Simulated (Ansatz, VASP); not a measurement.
## One calculation of AlCd2O, two programs

Contents of INCAR:

```
PREC     = Accurate       # precision mode
ENCUT    = 700            # plane-wave cutoff, eV
EDIFF    = 1E-6           # SCF threshold, eV
ISMEAR   = 0              # smearing method
SIGMA    = 0.1            # smearing width, eV
LREAL    = F              # projectors in reciprocal space
LASPH    = T              # aspherical terms in the spheres
NELM     = 120            # most SCF steps
ALGO     = Normal         # electronic algorithm
ISIF     = 2              # what is computed and relaxed
LWAVE    = F              # write WAVECAR
LCHARG   = T              # write CHGCAR
GGA      = PE             # functional
LELF     = T              # ELF
LVHAR    = T            
NBANDS   = 32             # bands
GGA_COMPAT= F
```

The input KPOINTS:

```
regular mesh
0
Gamma
  4 4 4
```

File POSCAR:

```
AlCd2O
1.0
    2.3685575300     -3.4535621700      0.0000000000
    2.3685575300      3.4535621700      0.0000000000
    0.0000000000      0.0000000000      4.5777688500
Al Cd O
1 2 1
Direct
    0.5000000000      0.5000000000      0.0000000000
    0.6950567500      0.3049432500      0.5000000000
    0.3049432500      0.6950567500      0.5000000000
    0.0000000000      0.0000000000      0.0000000000
```

Input for Ansatz:

```yaml
crystal:
  lattice:
    - [2.36855753, -3.45356217, 0.0]
    - [2.36855753, 3.45356217, 0.0]
    - [0.0, 0.0, 4.57776885]
  atoms:
    - { symbol: Al, position: [0.5, 0.5, 0.0] }
    - { symbol: Cd, position: [0.69505675, 0.30494325, 0.5] }
    - { symbol: Cd, position: [0.30494325, 0.69505675, 0.5] }
    - { symbol: O, position: [0.0, 0.0, 0.0] }
basis:
  ecutwfc: 420
kpoints:
  mp_grid: { grid: [4, 4, 4] }
hamiltonian:
  xc: pbe
scf:
  occupations: { method: gaussian, width: 0.1 }
  lower_state_search: "off"
output:
  forces: true
  stress: true
  eigenvalues: true
```

Alike in both runs: task single point; functional PBE; k mesh 4 × 4 × 4; occupations gaussian, width 0.1 eV; no spin polarisation.

|  | VASP | Ansatz |
| --- | --- | --- |
| version | VASP 6.6.1 | Ansatz 0.2.0 |
| potentials or method | VASP PAW PBE potentials, release 64 (Al, Cd_sv_GW, O), cutoff 700 eV | scalar-relativistic, plane waves, PAW |
| valence electrons in the cell | 49 | 49 |

|  | VASP | Ansatz | Ansatz less VASP |
| --- | --- | --- | --- |
| gap on the k mesh at the Fermi level (eV) | none | none | - |
| pressure (GPa) | 7.3 | 7.4 | +0.03 |
| traceless stress, the component that is largest in VASP (GPa) | 2.01 | 2.01 | +0.002 |
| rms of the force components (eV/Å) | 0.271 | 0.273 | +0.0014 |

Atom by atom the forces differ by 0.001 eV/Å (rms over components). A gap of «none» marks a metal or a gap that the smearing closes. With one functional, cell and mesh, what is left measures potentials, basis and numerics.

The k mesh is coarse, so the values compare programs but aren't converged.
